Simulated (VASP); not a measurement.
# Rb (P6/mmm) in VASP: single point with r2SCAN

Aim: the single point of Rb with r2SCAN.

Everything below comes from runs of VASP 6.6.1. Logs are shortened: lines on timing, memory, paths and dates and some standing lists are left out, and cuts for length are marked.

## 1. The cell of the first run

Symmetry: P6/mmm, No. 191, hexagonal system. Conventional cell: a = 8.189 Å, b = 8.189 Å, c = 4.924 Å, α = 90.00°, β = 90.00°, γ = 120.00°.

This isn't the form of Rb at room conditions, which is bcc.

## 2. Single point, r2SCAN

POSCAR

```
Rb
1.0
    8.1893837047      0.0000000000      0.0000000000
   -4.0946918524      7.0922143296      0.0000000000
    0.0000000000      0.0000000000      4.9240430017
Rb
3
Direct
    0.0000000000      0.0000000000      0.0000000000
    0.3333333333      0.6666666667      0.5000000000
    0.6666666667      0.3333333333      0.5000000000
```

INCAR.step1

```
SYSTEM = Rb
ALGO     = Normal         ! electronic algorithm
EDIFF    = 1E-4           ! SCF threshold, eV
ENCUT    = 520            ! plane-wave cutoff, eV
GGA      = PE             ! functional
ISMEAR   = 0              ! smearing method
LASPH    = .True.         ! aspherical terms in the spheres
LCHARG   = .False.        ! write CHGCAR
LREAL    = .False.        ! projectors in reciprocal space
LWAVE    = .True.         ! write WAVECAR
NBANDS   = 20             ! bands
NELM     = 100            ! most SCF steps
PREC     = Accurate       ! precision mode
SIGMA    = 0.1            ! smearing width, eV
```

INCAR.step2

```
SYSTEM = Rb
ALGO     = Normal         ! electronic algorithm
EDIFF    = 1E-7           ! SCF threshold, eV
ENCUT    = 520            ! plane-wave cutoff, eV
ISIF     = 2              ! what is computed and relaxed
ISMEAR   = 0              ! smearing method
ISTART   = 1            
LASPH    = .True.         ! aspherical terms in the spheres
LCHARG   = .False.        ! write CHGCAR
LMIXTAU  = .True.       
LREAL    = .False.        ! projectors in reciprocal space
LWAVE    = .False.        ! write WAVECAR
METAGGA  = R2SCAN         ! meta-GGA
NBANDS   = 20             ! bands
NELM     = 100            ! most SCF steps
PREC     = Accurate       ! precision mode
SIGMA    = 0.1            ! smearing width, eV
```

KPOINTS

```
k-points
0
Gamma
  6 6 10
  0 0 0
```

Potentials or basis: VASP PAW PBE potentials, release 64 (Rb_sv).

The run is started by

```sh
$ cat potpaw_PBE.64/Rb_sv/POTCAR > POTCAR
$ cp INCAR.step1 INCAR
$ mpirun -np 1 vasp_std > vasp.out
$ cp INCAR.step2 INCAR
$ mpirun -np 1 vasp_std > vasp.out
```

OUTCAR:

```text
SYSTEM = Rb
   EDIFF = 1E-7
   ENCUT = 520
   ISIF = 2
   ISMEAR = 0
   ISTART = 1
   LASPH = .True.
   LREAL = .False.
   METAGGA = R2SCAN
   NELM = 100
   PREC = Accurate

 ion  position               nearest neighbor table
   1  0.000  0.000  0.000-   2 5.33   3 5.33   2 5.33   3 5.33   3 5.33   3 5.33   2 5.33   2 5.33
                             3 5.33   3 5.33   2 5.33   2 5.33
   2  0.333  0.667  0.500-   3 4.73   3 4.73   3 4.73   1 5.33   1 5.33   1 5.33   1 5.33   1 5.33
                             1 5.33
   3  0.667  0.333  0.500-   2 4.73   2 4.73   2 4.73   1 5.33   1 5.33   1 5.33   1 5.33   1 5.33
                             1 5.33

  LATTYP: Found a hexagonal cell.
 ALAT       =     8.1893837047
 C/A-ratio  =     0.6012714973

  Lattice vectors:

 A1 = (   8.1893837047,   0.0000000000,   0.0000000000)
 A2 = (  -4.0946918524,   7.0922143296,   0.0000000000)
 A3 = (   0.0000000000,   0.0000000000,   4.9240430017)

Analysis of symmetry for initial positions (statically):
=====================================================================
 Subroutine PRICEL returns:
 Original cell was already a primitive cell.

 Routine SETGRP: Setting up the symmetry group for a
 hexagonal supercell.

 Subroutine GETGRP returns: Found 24 space group operations
 (whereof 24 operations were pure point group operations)
 out of a pool of 24 trial point group operations.

The static configuration has the point symmetry D_6h.

Analysis of symmetry for dynamics (positions and initial velocities):
=====================================================================
 Subroutine PRICEL returns:
 Original cell was already a primitive cell.

 Routine SETGRP: Setting up the symmetry group for a
 hexagonal supercell.

 Subroutine GETGRP returns: Found 24 space group operations
 (whereof 24 operations were pure point group operations)
 out of a pool of 24 trial point group operations.

The dynamic configuration has the point symmetry D_6h.

 Subroutine INISYM returns: Found 24 space group operations
 (whereof 24 operations are pure point group operations),
 and found     1 'primitive' translations

----------------------------------------------------------------------------------------

                                     Primitive cell

  volume of cell :     285.9927

  direct lattice vectors                    reciprocal lattice vectors
     8.189383705  0.000000000  0.000000000     0.122109311  0.070499843  0.000000000
    -4.094691852  7.092214330  0.000000000     0.000000000  0.140999687  0.000000000
     0.000000000  0.000000000  4.924043002     0.000000000  0.000000000  0.203085148

  length of vectors
     8.189383705  8.189383705  4.924043002     0.140999687  0.140999687  0.203085148

  position of ions in fractional coordinates (direct lattice)
     0.000000000  0.000000000  0.000000000
     0.333333333  0.666666667  0.500000000
     0.666666667  0.333333333  0.500000000

  ion indices of the primitive-cell ions
   primitive index   ion index
                 1           1
                 2           2
                 3           3

----------------------------------------------------------------------------------------

 KPOINTS: k-points

Automatic generation of k-mesh.
 Grid dimensions read from file:
 generate k-points for:    6    6   10

 Generating k-lattice:

  Cartesian coordinates                     Fractional coordinates (reciprocal lattice)
     0.020351552  0.011749974  0.000000000     0.166666667  0.000000000  0.000000000
     0.000000000  0.023499948  0.000000000     0.000000000  0.166666667  0.000000000
     0.000000000  0.000000000  0.020308515     0.000000000  0.000000000  0.100000000

  Length of vectors
     0.023499948  0.023499948  0.020308515

  Shift w.r.t. Gamma in fractional coordinates (k-lattice)
     0.000000000  0.000000000  0.000000000

 Subroutine IBZKPT returns following result:
 ===========================================

 Found     42 irreducible k-points:

 Following reciprocal coordinates:
            Coordinates               Weight
  0.000000  0.000000  0.000000      1.000000
  0.166667  0.000000  0.000000      6.000000
  0.333333 -0.000000  0.000000      6.000000
  0.500000  0.000000  0.000000      3.000000
  0.166667  0.166667  0.000000      6.000000
  0.333333  0.166667  0.000000     12.000000
[... 16 lines left out ...]
  0.166667  0.000000  0.300000     12.000000
  0.333333 -0.000000  0.300000     12.000000
 [... further k-points ...]
   k-points           NKPTS =     42   k-points in BZ     NKDIM =     42   number of bands    NBANDS=     20
   number of dos      NEDOS =    301   number of ions     NIONS =      3
   total plane-waves  NPLWV = 163840
   dimension x,y,z NGX =    64 NGY =   64 NGZ =   40
   dimension x,y,z NGXF=   128 NGYF=  128 NGZF=   80
   ions per type =               3
   NGX,Y,Z   is equivalent  to a cutoff of  12.99, 12.99, 13.50 a.u.
   NGXF,Y,Z  is equivalent  to a cutoff of  25.98, 25.98, 27.01 a.u.
 SYSTEM =  Rb
   PREC   = accura    normal or accurate (medium, high low for compatibility)
   ISTART =      1    job   : 0-new  1-cont  2-samecut
   ICHARG =      0    charge: 1-file 2-atom 10-const
   ISPIN  =      1    spin polarized calculation?
   LNONCOLLINEAR =      F non collinear calculations
   LSORBIT =      F    spin-orbit coupling
   LASPH  =      T    aspherical Exc in radial PAW
   ENCUT  =  520.0 eV  38.22 Ry    6.18 a.u.  15.23 15.23  9.16*2*pi/ulx,y,z
   NELM   =    100;   NELMIN=  2; NELMDL=  0     # of ELM steps
   EDIFF  = 0.1E-06   stopping-criterion for ELM
   LREAL  =      F    real-space projection
   EDIFFG = 0.1E-05   stopping-criterion for IOM
   NSW    =      0    number of steps for IOM
   IBRION =     -1    ionic relax: 0-MD 1-quasi-New 2-CG
   NFREE  =      0    steps in history (QN), initial steepest desc. (CG)
   ISIF   =      2    stress and relaxation
   ISYM   =      2    0-nonsym 1-usesym 2-fastsym
   POTIM  = 0.5000    time-step for ionic-motion
   TEBEG  =    0.0;   TEEND  =   0.0 temperature during run
   PSTRESS=    0.0 pullay stress
   NELECT =      27.0000    total number of electrons
   NUPDOWN=      -1.0000    fix difference up-down
   EMIN   =  10.00;   EMAX   =-10.00  energy-range for DOS
   EFERMI =   0.00;   METHOD = LEGACY
   ISMEAR =     0;   SIGMA  =   0.10  broadening in eV -4-tet -1-fermi 0-gaus
   EFERMI_NEDOS =   21; number of points for ismear=-14 and -15
   IALGO  =     38    algorithm
   IMIX   =      4    mixing-type and parameters
     AMIX     =   0.40;   BMIX     =  1.00
     AMIX_MAG =   1.60;   BMIX_MAG =  1.00
  volume/ion in A,a.u.               =      95.33       643.32
  Fermi-wavevector in a.u.,A,eV,Ry     =   0.745437  1.408672  7.560441  0.555677
  Thomas-Fermi vector in A             =   1.841024
   LORBIT       =      0    0 simple, 1 ext, 2 COOP (PROOUT), +10 PAW based schemes
   METAGGA = R2SCAN    functional components
   LHFCALC =     F    Hartree Fock is set to
   AEXX    =    0.0000 exact exchange contribution
   IVDW    =     0    specifies the selected vdW correction
   LEPSILON=     F    determine dielectric tensor
   LRPA    =     F    only Hartree local field effects (RPA)
 non-spin polarized calculation
 Gauss-broadening in eV      SIGMA  =   0.10
  energy-cutoff  :      520.00
  volume of cell :      285.99
 maximum number of plane-waves:      7746
 NGX is ok and might be reduce to    64
   NGX = 31   NGY = 31   NGZ = 19

 number of electron      27.0000000 magnetization

 Free energy of the ion-electron system (eV)
  ---------------------------------------------------
  ext. energy  EPLUGINS =         0.00000000
  ---------------------------------------------------
  free energy    TOTEN  =       -41.73374518 eV

  energy without entropy =      -41.72076177  energy(sigma->0) =      -41.72725347

 E-fermi :  -0.0300     XC(G=0):  -5.6081

 val. band max:       -0.0394349403   @ k =   0.5000   0.0000   0.4000
 cond. band min:      -0.0278917532   @ k =   0.1667   0.1667   0.0000
 fundamental gap:      0.0115431871
 Fermi energy:        -0.0300114659

 k-point     1 :       0.0000    0.0000    0.0000
  band No.  band energies     occupation
      1     -30.1876      2.00000
      2     -30.1827      2.00000
      3     -30.0669      2.00000
      4     -13.7533      2.00000
      5     -13.7533      2.00000
      6     -13.6959      2.00000
[... 12 lines left out ...]
     19       1.6029      0.00000
     20       3.5050      0.00000

 k-point     2 :       0.1667    0.0000    0.0000
  band No.  band energies     occupation
      1     -30.1873      2.00000
      2     -30.1830      2.00000
      3     -30.0669      2.00000
      4     -13.7558      2.00000
      5     -13.7513      2.00000
      6     -13.6966      2.00000
[... 12 lines left out ...]
     19       2.1518      0.00000
     20       3.5448      0.00000

 k-point     3 :       0.3333   -0.0000    0.0000
  band No.  band energies     occupation
      1     -30.1866      2.00000
      2     -30.1837      2.00000
      3     -30.0669      2.00000
      4     -13.7603      2.00000
      5     -13.7445      2.00000
      6     -13.7020      2.00000
[... 12 lines left out ...]
     19       2.7754      0.00000
     20       3.1693      0.00000

 k-point     4 :       0.5000    0.0000    0.0000
  band No.  band energies     occupation
      1     -30.1860      2.00000
      2     -30.1843      2.00000
      3     -30.0669      2.00000
      4     -13.7624      2.00000
      5     -13.7384      2.00000
      6     -13.7081      2.00000
[... 429 lines left out ...]
 k-point    23 :       0.1667    0.0000    0.3000
  band No.  band energies     occupation
      1     -30.1861      2.00000
      2     -30.1818      2.00000
      3     -30.0657      2.00000
      4     -13.7499      2.00000
      5     -13.7457      2.00000
      6     -13.7299      2.00000
[... 12 lines left out ...]
     19       2.7381      0.00000
     20       2.9547      0.00000

 k-point    24 :       0.3333   -0.0000    0.3000
  band No.  band energies     occupation
      1     -30.1853      2.00000
      2     -30.1825      2.00000
      3     -30.0657      2.00000
      4     -13.7531      2.00000
      5     -13.7396      2.00000
      6     -13.7280      2.00000
[... 12 lines left out ...]
     19       2.3059      0.00000
     20       2.8979      0.00000

 [... further k-points ...]

------------------------ aborting loop because EDIFF is reached ----------------------------------------

  FORCE on cell =-STRESS in cart. coord.  units (eV):
  Direction    XX          YY          ZZ          XY          YZ          ZX
  --------------------------------------------------------------------------------------
  -------------------------------------------------------------------------------------
  Total        0.0138348      0.0138348     -0.0257175     -0.0000000     -0.0000000     -0.0000000
  in kB        0.0775050      0.0775050     -0.1440735     -0.0000000     -0.0000000     -0.0000000
  external PRESSURE =       0.0036455 kB  Pullay stress =       0.0000000 kB

 VOLUME and BASIS-vectors are now :
 -----------------------------------------------------------------------------
  energy-cutoff  :      520.00
  volume of cell :      285.99
      direct lattice vectors                 reciprocal lattice vectors
     8.189383705  0.000000000  0.000000000     0.122109311  0.070499843  0.000000000
    -4.094691852  7.092214330  0.000000000     0.000000000  0.140999687  0.000000000
     0.000000000  0.000000000  4.924043002     0.000000000  0.000000000  0.203085148

 POSITION                                       TOTAL-FORCE (eV/Angst)
 -----------------------------------------------------------------------------------
      0.00000      0.00000      0.00000        -0.000000      0.000000      0.000000
     -0.00000      4.72814      2.46202         0.000000      0.000000      0.000000
      4.09469      2.36407      2.46202        -0.000000      0.000000      0.000000
 -----------------------------------------------------------------------------------
    total drift:                                0.000000     -0.000000      0.000000

  FREE ENERGIE OF THE ION-ELECTRON SYSTEM (eV)
  ---------------------------------------------------
  free  energy   TOTEN  =       -41.7337451768 eV

  energy  without entropy=      -41.7207617665  energy(sigma->0) =      -41.72725347
```

Wall time 21 min (1 thread of Intel Xeon 6975P-C (Granite Rapids), shared host); peak memory 0.53 GiB.

Results:

```
Free energy            : -41.7337 eV
Pressure               : 0.0 GPa
Band gap on the k mesh : zero (an odd number of electrons rules out a gap without spin polarisation)
```

Caveat: the PAW data sets were made with another functional, which shifts forces and pressure a little.
